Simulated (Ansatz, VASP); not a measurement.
## Zn in VASP and in Ansatz

```
Zn
1.0
     2.63778    0.00000    0.00000
    -1.31889    2.28439    0.00000
     0.00000    0.00000    4.85926
Zn
2
Direct
  0.33333 0.66667 0.25000
  0.66667 0.33333 0.75000
```

Alike in both runs: task single point; functional LDA; k mesh 23 × 23 × 11; occupations fermi-dirac, width 0.1 eV; no spin polarisation.

|  | VASP | Ansatz |
| --- | --- | --- |
| version | VASP 6.6.1 | Ansatz 0.2.0 |
| potentials or method | VASP PAW LDA potentials, release 64 (Zn), cutoff 520 eV | plane waves (420 eV) with PAW, scalar-relativistic |
| valence electrons in the cell | 24 | 24 |

Ansatz gave:

- pressure (GPa): -6.6
- traceless stress, the component that is largest in VASP (GPa): 1.69

Which values does VASP return?

Pressure (GPa): -6.1; traceless stress, the component that is largest in VASP (GPa): 1.49.

Ansatz warns that its potentials were made for another functional, while VASP's fit it. LDA's correlation is that of Perdew and Zunger in VASP and of Perdew and Wang (1992) in Ansatz.
